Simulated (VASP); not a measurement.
# MgI2 (P-3m1) in VASP: further runs

Runs on MgI2. Level: PBE+D3(BJ). Tasks: single point, relaxation of cell and atoms.

All numbers are computed with VASP 6.6.1; they aren't measurements. Logs are shortened: lines on timing, memory, paths and dates and some standing lists are left out, and cuts for length are marked.

### 1 The cell of the first run

The structure is trigonal, space group P-3m1 (No. 164). The conventional cell has a = 4.127 Å, b = 4.127 Å, c = 6.837 Å, α = 90.00°, β = 90.00°, γ = 120.00°. Within 3.8 Å of Mg (site symmetry -3m) lie 6 I at 2.91 Å. I (site symmetry 3m) has 3 Mg at 2.91 Å within 3.8 Å.

### 2 Single point, PBE+D3(BJ)

INCAR

```
PREC     = Accurate       # precision mode
ENCUT    = 520            # plane-wave cutoff, eV
EDIFF    = 1E-6           # SCF threshold, eV
ISMEAR   = -1             # smearing method
SIGMA    = 0.02           # smearing width, eV
LREAL    = False          # projectors in reciprocal space
LASPH    = True           # aspherical terms in the spheres
NELM     = 100            # most SCF steps
ALGO     = Normal         # electronic algorithm
ISIF     = 2              # what is computed and relaxed
LWAVE    = False          # write WAVECAR
LCHARG   = False          # write CHGCAR
GGA      = PE             # functional
IVDW     = 12             # dispersion correction
NBANDS   = 15             # bands
```

KPOINTS

```
regular mesh
0
Gamma
  6 6 4
```

POSCAR

```
MgI2
1.0
    4.1273272445      0.0000000000      0.0000000000
   -2.0636636222      3.5743702435      0.0000000000
    0.0000000000      0.0000000000      6.8366275304
Mg I
1 2
Direct
    0.0000000000      0.0000000000      0.0000000000
    0.3333333333      0.6666666667      0.2451556505
    0.6666666667      0.3333333333      0.7548443495
```

Potentials or basis: VASP PAW PBE potentials, release 64 (Mg, I).

The run is started by

```sh
$ cat potpaw_PBE.64/Mg/POTCAR potpaw_PBE.64/I/POTCAR > POTCAR
$ mpirun -np 1 vasp_std > vasp.out
```

OUTCAR:

```text
PREC = Accurate
   ENCUT = 520
   EDIFF = 1E-6
   ISMEAR = -1
   LREAL = False
   LASPH = True
   NELM = 100
   ISIF = 2
   GGA = PE
   IVDW = 12
 IVDW          = 12

 ion  position               nearest neighbor table
   1  0.000  0.000  0.000-   2 2.91   3 2.91   3 2.91   2 2.91   3 2.91   2 2.91
   2  0.333  0.667  0.245-   1 2.91   1 2.91   1 2.91
   3  0.667  0.333  0.755-   1 2.91   1 2.91   1 2.91

  LATTYP: Found a hexagonal cell.
 ALAT       =     4.1273272445
 C/A-ratio  =     1.6564297245

  Lattice vectors:

 A1 = (   4.1273272445,   0.0000000000,   0.0000000000)
 A2 = (  -2.0636636222,   3.5743702435,   0.0000000000)
 A3 = (   0.0000000000,   0.0000000000,   6.8366275304)

Analysis of symmetry for initial positions (statically):
=====================================================================
 Subroutine PRICEL returns:
 Original cell was already a primitive cell.

 Routine SETGRP: Setting up the symmetry group for a
 hexagonal supercell.

 Subroutine GETGRP returns: Found 12 space group operations
 (whereof 12 operations were pure point group operations)
 out of a pool of 24 trial point group operations.

The static configuration has the point symmetry D_3d.

Analysis of symmetry for dynamics (positions and initial velocities):
=====================================================================
 Subroutine PRICEL returns:
 Original cell was already a primitive cell.

 Routine SETGRP: Setting up the symmetry group for a
 hexagonal supercell.

 Subroutine GETGRP returns: Found 12 space group operations
 (whereof 12 operations were pure point group operations)
 out of a pool of 24 trial point group operations.

The dynamic configuration has the point symmetry D_3d.

 Subroutine INISYM returns: Found 12 space group operations
 (whereof 12 operations are pure point group operations),
 and found     1 'primitive' translations

----------------------------------------------------------------------------------------

                                     Primitive cell

  volume of cell :     100.8580

  direct lattice vectors                    reciprocal lattice vectors
     4.127327244  0.000000000  0.000000000     0.242287549  0.139884781  0.000000000
    -2.063663622  3.574370244  0.000000000     0.000000000  0.279769563  0.000000000
     0.000000000  0.000000000  6.836627530     0.000000000  0.000000000  0.146270949

  length of vectors
     4.127327244  4.127327245  6.836627530     0.279769563  0.279769563  0.146270949

  position of ions in fractional coordinates (direct lattice)
     0.000000000  0.000000000  0.000000000
     0.333333333  0.666666667  0.245155651
     0.666666667  0.333333333  0.754844349

  ion indices of the primitive-cell ions
   primitive index   ion index
                 1           1
                 2           2
                 3           3

----------------------------------------------------------------------------------------

 KPOINTS: regular mesh

Automatic generation of k-mesh.
 Grid dimensions read from file:
 generate k-points for:    6    6    4

 Generating k-lattice:

  Cartesian coordinates                     Fractional coordinates (reciprocal lattice)
     0.040381258  0.023314130  0.000000000     0.166666667  0.000000000  0.000000000
     0.000000000  0.046628260  0.000000000     0.000000000  0.166666667  0.000000000
     0.000000000  0.000000000  0.036567737     0.000000000  0.000000000  0.250000000

  Length of vectors
     0.046628260  0.046628260  0.036567737

  Shift w.r.t. Gamma in fractional coordinates (k-lattice)
     0.000000000  0.000000000  0.000000000

 Subroutine IBZKPT returns following result:
 ===========================================

 Found     24 irreducible k-points:

 Following reciprocal coordinates:
            Coordinates               Weight
  0.000000  0.000000  0.000000      1.000000
  0.166667 -0.000000  0.000000      6.000000
  0.333333  0.000000  0.000000      6.000000
  0.500000 -0.000000  0.000000      3.000000
  0.166667  0.166667  0.000000      6.000000
  0.333333  0.166667  0.000000     12.000000
[... 16 lines left out ...]
  0.333333  0.166667  0.500000     12.000000
  0.333333  0.333333  0.500000      2.000000
   k-points           NKPTS =     24   k-points in BZ     NKDIM =     24   number of bands    NBANDS=     15
   number of dos      NEDOS =    301   number of ions     NIONS =      3
   total plane-waves  NPLWV =  55296
   dimension x,y,z NGX =    32 NGY =   32 NGZ =   54
   dimension x,y,z NGXF=    64 NGYF=   64 NGZF=  108
   ions per type =               1   2
   NGX,Y,Z   is equivalent  to a cutoff of  12.89, 12.89, 13.13 a.u.
   NGXF,Y,Z  is equivalent  to a cutoff of  25.78, 25.78, 26.26 a.u.
 SYSTEM =  unknown system
   PREC   = accura    normal or accurate (medium, high low for compatibility)
   ISTART =      0    job   : 0-new  1-cont  2-samecut
   ICHARG =      2    charge: 1-file 2-atom 10-const
   ISPIN  =      1    spin polarized calculation?
   LNONCOLLINEAR =      F non collinear calculations
   LSORBIT =      F    spin-orbit coupling
   LASPH  =      T    aspherical Exc in radial PAW
   ENCUT  =  520.0 eV  38.22 Ry    6.18 a.u.   7.67  7.67 12.71*2*pi/ulx,y,z
   NELM   =    100;   NELMIN=  2; NELMDL= -5     # of ELM steps
   EDIFF  = 0.1E-05   stopping-criterion for ELM
   LREAL  =      F    real-space projection
   EDIFFG = 0.1E-04   stopping-criterion for IOM
   NSW    =      0    number of steps for IOM
   IBRION =     -1    ionic relax: 0-MD 1-quasi-New 2-CG
   NFREE  =      0    steps in history (QN), initial steepest desc. (CG)
   ISIF   =      2    stress and relaxation
   ISYM   =      2    0-nonsym 1-usesym 2-fastsym
   POTIM  = 0.5000    time-step for ionic-motion
   TEBEG  =    0.0;   TEEND  =   0.0 temperature during run
   PSTRESS=    0.0 pullay stress
   NELECT =      16.0000    total number of electrons
   NUPDOWN=      -1.0000    fix difference up-down
   EMIN   =  10.00;   EMAX   =-10.00  energy-range for DOS
   EFERMI =   0.00;   METHOD = LEGACY
   ISMEAR =    -1;   SIGMA  =   0.02  broadening in eV -4-tet -1-fermi 0-gaus
   EFERMI_NEDOS =   21; number of points for ismear=-14 and -15
   IALGO  =     38    algorithm
   IMIX   =      4    mixing-type and parameters
     AMIX     =   0.40;   BMIX     =  1.00
     AMIX_MAG =   1.60;   BMIX_MAG =  1.00
  volume/ion in A,a.u.               =      33.62       226.87
  Fermi-wavevector in a.u.,A,eV,Ry     =   0.886226  1.674725 10.685979  0.785397
  Thomas-Fermi vector in A             =   2.007365
   LORBIT       =      0    0 simple, 1 ext, 2 COOP (PROOUT), +10 PAW based schemes
   GGA     = PE    functional components
   LHFCALC =     F    Hartree Fock is set to
   AEXX    =    0.0000 exact exchange contribution
   IVDW    =    12    specifies the selected vdW correction
   LEPSILON=     F    determine dielectric tensor
   LRPA    =     F    only Hartree local field effects (RPA)
 non-spin polarized calculation
  energy-cutoff  :      520.00
  volume of cell :      100.86
 maximum number of plane-waves:      2743
 NGX is ok and might be reduce to    32
   NGX = 15   NGY = 15   NGZ = 25

 number of electron      16.0000000 magnetization

 Free energy of the ion-electron system (eV)
  ---------------------------------------------------
  ext. energy  EPLUGINS =         0.00000000
  ---------------------------------------------------
  free energy    TOTEN  =        -7.68195922 eV

  energy without entropy =       -7.68195922  energy(sigma->0) =       -7.68195922

 E-fermi :   2.9252     XC(G=0):  -8.2930

 val. band max:        2.4686164802   @ k =   0.0000   0.0000   0.0000
 cond. band min:       5.9895440092   @ k =   0.5000  -0.0000   0.2500
 fundamental gap:      3.5209275289
 Fermi energy:         2.9251621306

 k-point     1 :       0.0000    0.0000    0.0000
  band No.  band energies     occupation
      1      -9.6612      2.00000
      2      -8.9334      2.00000
      3      -1.1619      2.00000
      4       2.0328      2.00000
      5       2.0328      2.00000
      6       2.4205      2.00000
      7       2.4205      2.00000
      8       2.4686      2.00000
      9       6.2100      0.00000
     10       7.2693      0.00000
     11       9.2102      0.00000
     12       9.2102      0.00000
     13       9.9122      0.00000
     14      10.6448      0.00000
     15      10.6448      0.00000

 k-point     2 :       0.1667   -0.0000    0.0000
  band No.  band energies     occupation
      1      -9.5148      2.00000
      2      -8.8576      2.00000
      3      -0.9581      2.00000
      4       1.0176      2.00000
      5       1.5340      2.00000
      6       1.7161      2.00000
      7       2.3590      2.00000
      8       2.3643      2.00000
      9       7.0892      0.00000
     10       7.8950      0.00000
     11       8.7009      0.00000
     12       9.5660      0.00000
     13       9.6577      0.00000
     14      10.4592      0.00000
     15      11.0348      0.00000

 k-point     3 :       0.3333    0.0000    0.0000
  band No.  band energies     occupation
      1      -9.1648      2.00000
      2      -8.7237      2.00000
      3      -0.7437      2.00000
      4      -0.1768      2.00000
      5       0.4459      2.00000
      6       1.2659      2.00000
      7       1.9671      2.00000
      8       2.1362      2.00000
      9       6.5434      0.00000
     10       7.9369      0.00000
     11       8.3348      0.00000
     12       9.5492      0.00000
     13      10.0487      0.00000
     14      11.2610      0.00000
     15      11.6130      0.00000
[... 343 lines left out ...]
 k-point    23 :       0.3333    0.1667    0.5000
  band No.  band energies     occupation
      1      -8.8649      2.00000
      2      -8.7603      2.00000
      3      -1.0102      2.00000
      4      -0.5565      2.00000
      5       0.5118      2.00000
      6       0.8793      2.00000
      7       1.7465      2.00000
      8       1.8622      2.00000
      9       6.7579      0.00000
     10       8.0107      0.00000
     11       8.6838      0.00000
     12       9.3615      0.00000
     13       9.5941      0.00000
     14      10.7142      0.00000
     15      11.7553      0.00000

 k-point    24 :       0.3333    0.3333    0.5000
  band No.  band energies     occupation
      1      -8.7406      2.00000
      2      -8.7406      2.00000
      3      -0.7252      2.00000
      4      -0.3540      2.00000
      5      -0.3540      2.00000
      6       0.1882      2.00000
      7       1.9061      2.00000
      8       1.9061      2.00000
      9       7.2890      0.00000
     10       8.1723      0.00000
     11       8.1723      0.00000
     12       9.7478      0.00000
     13      10.8532      0.00000
     14      11.1206      0.00000
     15      11.3444      0.00000

------------------------ aborting loop because EDIFF is reached ----------------------------------------

 Edisp (eV)   -0.94410

 E8    (eV) :    -0.4225

  FORCE on cell =-STRESS in cart. coord.  units (eV):
  Direction    XX          YY          ZZ          XY          YZ          ZX
  --------------------------------------------------------------------------------------
  -------------------------------------------------------------------------------------
  Total      -0.05843    -0.05843    -0.04457    -0.00000     0.00000    -0.00000
  in kB      -0.92813    -0.92813    -0.70807    -0.00000     0.00000    -0.00000
  external pressure =       -0.85 kB  Pullay stress =        0.00 kB

 VOLUME and BASIS-vectors are now :
 -----------------------------------------------------------------------------
  energy-cutoff  :      520.00
  volume of cell :      100.86
      direct lattice vectors                 reciprocal lattice vectors
     4.127327244  0.000000000  0.000000000     0.242287549  0.139884781  0.000000000
    -2.063663622  3.574370244  0.000000000     0.000000000  0.279769563  0.000000000
     0.000000000  0.000000000  6.836627530     0.000000000  0.000000000  0.146270949

 POSITION                                       TOTAL-FORCE (eV/Angst)
 -----------------------------------------------------------------------------------
      0.00000      0.00000      0.00000         0.000000      0.000000      0.000000
     -0.00000      2.38291      1.67604        -0.000000      0.000000     -0.006979
      2.06366      1.19146      5.16059         0.000000     -0.000000      0.006979
 -----------------------------------------------------------------------------------
    total drift:                               -0.000000      0.000000     -0.000000

  FREE ENERGIE OF THE ION-ELECTRON SYSTEM (eV)
  ---------------------------------------------------
  free  energy   TOTEN  =        -8.6260622362 eV

  energy  without entropy=       -8.6260622362  energy(sigma->0) =       -8.62606224
```

Run time: 19 s. Hardware: 1 thread of AMD EPYC 9R45 (Zen 5), shared host; peak memory 0.21 GiB.

Results:

```
Free energy                : -8.6261 eV
Pressure                   : -0.1 GPa
Largest force              : 0.007 eV/Å
Band gap on the k mesh     : 3.52 eV, indirect (least direct gap 3.74 eV)
Dispersion energy per atom : -0.315 eV
```

Forces in eV/Å, atoms in the order of the input:
```
Mg   0.000  0.000  0.000
I    0.000  0.000 -0.007
I    0.000  0.000  0.007
```

Levels at points of the mesh, in eV from the valence-band top:
```csv
k point,band 4,band 5,band 6,band 7,band 8,band 9,band 10,band 11,band 12,band 13
"(0.00, 0.00, 0.00)",-0.44,-0.44,-0.05,-0.05,0.00,3.74,4.80,6.74,6.74,7.44
"(0.50, 0.00, 0.00)",-2.86,-1.94,-1.39,-0.96,-0.45,3.65,5.32,5.45,6.93,7.97
"(0.00, 0.00, 0.50)",-1.54,-0.33,-0.33,-0.16,-0.16,4.73,4.90,6.55,6.55,7.82
"(0.50, 0.00, 0.50)",-3.27,-1.20,-1.15,-0.84,-0.72,3.54,5.17,5.63,6.02,7.74
```

Caveat: spin-orbit coupling is left out, which moves the levels of the heavy elements. A k mesh can miss the band edges.

### 3 Relaxation of cell and atoms, PBE+D3(BJ)

This run uses another cell than the first one, of 34.04 Å³/atom, 1.013 times its volume.

INCAR

```
SYSTEM = MgI2
PREC = Accurate
ENCUT = 600
EDIFF = 1E-6
ISMEAR = -1
SIGMA = 0.02
LREAL = .FALSE.
LASPH = .TRUE.
NELM = 100
ALGO = Normal
ISIF = 3
LWAVE = .FALSE.
LCHARG = .FALSE.
GGA = PE
IVDW = 12
IBRION = 2
NSW = 80
EDIFFG = -0.005
```

KPOINTS

```
regular mesh
0
G
  6 6 4
  0 0 0
```

POSCAR

```
MgI2
1.0
    4.1400000000      0.0000000000      0.0000000000
   -2.0700000000      3.5853451717      0.0000000000
    0.0000000000      0.0000000000      6.8800000000
Mg I
1 2
Direct
    0.0000000000      0.0000000000      0.0000000000
    0.3333333333      0.6666666667      0.2500000000
    0.6666666667      0.3333333333      0.7500000000
```

Potentials or basis: VASP PAW PBE potentials, release 64 (Mg, I).

The run is started by

```sh
$ cat potpaw_PBE.64/Mg/POTCAR potpaw_PBE.64/I/POTCAR > POTCAR
$ mpirun -np 1 vasp_std > vasp.out
```

Wall time 1.7 min (1 thread of AMD EPYC 9R45 (Zen 5), shared host); peak memory 0.25 GiB.

The run converged. Its results:

```yaml
Free_energy: -8.6262 eV
Relaxed_volume: 33.52 Å³/atom
Relaxed_cell: a = 4.123 Å, b = 4.123 Å, c = 6.830 Å, α = 90.00°, β = 90.00°, γ = 120.00°
Space_group_after_relaxing_to_0.05_Å: P-3m1 (No. 164)
Energy_gained_by_relaxing: 4.5 meV/atom
Ionic_steps: 10
Pressure_after_relaxing: 0.0 GPa
Largest_force_after_relaxing: 0.003 eV/Å
Band_gap_on_the_k_mesh: 3.52 eV, indirect (least direct gap 3.75 eV)
Dispersion_energy_per_atom: -0.316 eV
```

Forces in eV/Å, atoms in the order of the input:
```
Mg   0.000  0.000  0.000
I    0.000  0.000 -0.003
I    0.000  0.000  0.003
```

The path:
| step | energy change (eV) | largest force (eV/Å) | pressure (GPa) | volume (Å³) |
| --- | --- | --- | --- | --- |
| 1 | 0.0000 | 0.2569 | -0.94 | 102.12 |
| 2 | -0.0121 | 0.0443 | 0.13 | 99.20 |
| 3 | -0.0121 | 0.0514 | 0.11 | 99.29 |
| 4 | -0.0121 | 0.0557 | 0.08 | 99.34 |
| 5 | -0.0126 | 0.0439 | 0.05 | 99.55 |
| 6 | -0.0130 | 0.0211 | -0.01 | 99.97 |
| 7 | -0.0131 | 0.0131 | 0.02 | 99.99 |
| 8 | -0.0133 | 0.0086 | 0.09 | 100.04 |
| 9 | -0.0134 | 0.0057 | 0.07 | 100.16 |
| 10 | -0.0134 | 0.0032 | -0.01 | 100.55 |

Final structure:
```
Mg I
1.0
     4.12298    0.00000    0.00000
    -2.06149    3.57060    0.00000
     0.00000    0.00000    6.82994
Mg I
1 2
Cartesian
  2.0615 3.5706 0.0000
  0.0000 2.3804 1.6762
  2.0615 1.1902 5.1537
```

Levels at points of the mesh, in eV from the valence-band top:
| k point | band 4 | band 5 | band 6 | band 7 | band 8 | band 9 | band 10 | band 11 | band 12 |
| --- | --- | --- | --- | --- | --- | --- | --- | --- | --- |
| (0.00, 0.00, 0.00) | -0.43 | -0.43 | -0.05 | -0.05 | 0.00 | 3.75 | 4.80 | 6.75 | 6.75 |
| (0.50, 0.00, 0.00) | -2.87 | -1.95 | -1.39 | -0.96 | -0.45 | 3.65 | 5.32 | 5.44 | 6.93 |
| (0.00, 0.00, 0.50) | -1.55 | -0.32 | -0.32 | -0.16 | -0.16 | 4.75 | 4.90 | 6.55 | 6.55 |
| (0.50, 0.00, 0.50) | -3.29 | -1.20 | -1.16 | -0.84 | -0.72 | 3.54 | 5.17 | 5.62 | 6.01 |

Caveat: spin-orbit coupling is left out, which moves the levels of the heavy elements. A k mesh can miss the band edges.
